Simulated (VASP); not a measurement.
A run of VASP 6.6.1 is set up as follows.

POSCAR

```
Si
1.0
    0.0000000000      5.4300000000      5.4300000000
    5.4300000000      0.0000000000      5.4300000000
    5.4300000000      5.4300000000      0.0000000000
Si
17
Direct
   -0.0180457643      0.0538560773     -0.0176054328
    0.1313447514      0.1279125230      0.1288907919
    0.0038657459     -0.0055414365      0.5010799263
    0.1311802947      0.1279819521      0.6124272560
    0.0195843462      0.5027720074      0.0053274401
    0.1095161142      0.6748962247      0.1082744936
    0.0187917127      0.5029012891      0.4734633517
    0.1352368324      0.6218817680      0.6217300184
    0.5023117864     -0.0101825046      0.0034650092
    0.6128912523      0.1193500000      0.1340487109
    0.5022061694     -0.0101420810      0.5048144567
    0.6311850829      0.1071813996      0.6309865562
    0.4688616022      0.4913192449      0.0196997238
    0.6244772560      0.6188768877      0.1317975138
    0.5072279006      0.4804091160      0.5063124309
    0.6244159300      0.6188266114      0.6252982505
    0.8331688766      0.4738931860      0.8471858195
```

File INCAR.step1:

```
SYSTEM = Si
  PREC = Accurate
  ENCUT = 520
  ISMEAR = -1
  SIGMA = 0.02
  LREAL = Auto
  LASPH = .TRUE.
  NELM = 60
  NBANDS = 48
  GGA = PE
  ALGO = Normal
  EDIFF = 1E-4
  LWAVE = .TRUE.
  LCHARG = .FALSE.
```

The input INCAR.step2:

```
SYSTEM = Si
  PREC = Accurate
  ENCUT = 520
  EDIFF = 1E-7
  ISMEAR = -1
  SIGMA = 0.02
  LREAL = Auto
  LASPH = .TRUE.
  NELM = 60
  ALGO = Normal
  ISIF = 2
  LWAVE = .FALSE.
  LCHARG = .TRUE.
  METAGGA = R2SCAN
  LMIXTAU = .TRUE.
  LELF = .TRUE.
  LVHAR = .TRUE.
  NBANDS = 48
  ISTART = 1
```

KPOINTS

```
regular mesh
0
G
  2 2 2
  0 0 0
```

Potentials or basis: VASP PAW PBE potentials, release 64 (Si).

Launch:

```sh
$ cat potpaw_PBE.64/Si/POTCAR > POTCAR
$ cp INCAR.step1 INCAR
$ mpirun -np 1 vasp_std > vasp.out
$ cp INCAR.step2 INCAR
$ mpirun -np 1 vasp_std > vasp.out
```

**Question.** Estimate the pressure.

**Answer.** 3.4 GPa.

**Question.** What does it give for the largest force?

**Answer.** 0.027 eV/Å.

Forces in eV/Å, atoms in the order of the input:
```
Si   0.001  0.000 -0.001
Si  -0.001  0.001 -0.001
Si  -0.003  0.002 -0.004
Si   0.000  0.002  0.000
Si   0.014  0.007  0.007
Si  -0.014  0.012 -0.020
Si  -0.009 -0.010  0.011
Si   0.004 -0.004 -0.004
Si   0.000 -0.002  0.002
Si  -0.001  0.001 -0.002
Si   0.001  0.001  0.001
Si   0.001  0.000  0.004
Si   0.006 -0.002 -0.006
Si  -0.001  0.005  0.009
Si  -0.001  0.001  0.000
Si  -0.002  0.003  0.009
Si   0.006 -0.015 -0.006
```

Caveat: the k points lie up to 0.50 Å⁻¹ apart; the PAW data sets were made with another functional, which shifts forces and pressure a little.
